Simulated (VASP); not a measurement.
A run of VASP 6.6.1:

The input INCAR:

```
  PREC = Accurate
  ENCUT = 520
  EDIFF = 1E-6
  ISMEAR = 0
  SIGMA = 0.15
  LREAL = F
  LASPH = T
  NELM = 100
  ALGO = Fast
  ISIF = 2
  LWAVE = F
  LCHARG = F
  GGA = PE
  NBANDS = 14
```

KPOINTS

```
regular mesh
0
Gamma
  16 16 16
```

Contents of POSCAR:

```
AlNi
1.0
    1.9745413133     -1.9745086382      0.0000000000
    1.9745413133      1.9745086382      0.0000000000
    0.0000000000      0.0000000000      2.9778000000
Al Ni
1 1
Direct
    0.0000000000      0.0000000000      0.0000000000
    0.5000000000      0.5000000000      0.5000000000
```

Potentials or basis: VASP PAW PBE potentials, release 64 (Al, Ni).

Launch:

```console
$ cat potpaw_PBE.64/Al/POTCAR potpaw_PBE.64/Ni/POTCAR > POTCAR
$ mpirun -np 1 vasp_std > vasp.out
```

Hardware: 1 thread of Intel(R) Xeon(R) Platinum 8488C (Sapphire Rapids), with other jobs on the host.

Question: Estimate the wall time of this run.

Answer: Run time: 120 s on 1 thread of Intel(R) Xeon(R) Platinum 8488C (Sapphire Rapids), on a shared host, peak memory 0.32 GiB. Counts: scf iterations 15, k points 657.
